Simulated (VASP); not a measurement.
Input of a VASP 6.6.1 run:

INCAR

```
SYSTEM = Mg7FeO8
  PREC = Accurate
  ENCUT = 640
  EDIFF = 1E-6
  ISMEAR = 0
  SIGMA = 0.01
  LREAL = .FALSE.
  LASPH = .TRUE.
  NELM = 300
  ALGO = All
  ISIF = 2
  LWAVE = .FALSE.
  LCHARG = .FALSE.
  GGA = CA
  NBANDS = 49
  GGA_COMPAT = .FALSE.
  ISEARCH = 1
```

Contents of KPOINTS:

```
Automatic mesh
0
G
  1 2 2
  0 0 0
```

The input POSCAR:

```
Mg7FeO8
1.0
    8.5500000000      0.0000000000      0.0000000000
    0.0000000000      4.2750000000      0.0000000000
    0.0000000000      0.0000000000      4.2750000000
Mg O Fe
7 8 1
Direct
    0.0000000000      0.0000000000      0.0000000000
    0.5000000000      0.0000000000      0.0000000000
    0.5000000000      0.5000000000      0.5000000000
    0.2500000000      0.0000000000      0.5000000000
    0.7500000000      0.0000000000      0.5000000000
    0.2500000000      0.5000000000      0.0000000000
    0.7500000000      0.5000000000      0.0000000000
    0.2500000000      0.0000000000      0.0000000000
    0.7500000000      0.0000000000      0.0000000000
    0.2500000000      0.5000000000      0.5000000000
    0.7500000000      0.5000000000      0.5000000000
    0.0000000000      0.0000000000      0.5000000000
    0.5000000000      0.0000000000      0.5000000000
    0.0000000000      0.5000000000      0.0000000000
    0.5000000000      0.5000000000      0.0000000000
    0.0000000000      0.5000000000      0.5000000000
```

Potentials or basis: VASP PAW LDA potentials, release 64 (Mg, O, Fe).

Launch:

```bash
$ cat potpaw_LDA.64/Mg/POTCAR potpaw_LDA.64/O/POTCAR potpaw_LDA.64/Fe/POTCAR > POTCAR
$ mpirun -np 4 vasp_std > vasp.out
```

(1) What does it give for the band gap on the k mesh?

(2) Estimate the pressure.

Results:

(1) zero (bands 35 and 36 overlap by 0.29 eV).

(2) -17.2 GPa.

Caveat: the k points lie up to 0.73 Å⁻¹ apart; the run has no spin polarisation, though such a crystal can be magnetic; semilocal functionals often make such compounds metallic where correlation or magnetic order opens a gap, which also shifts bond lengths.
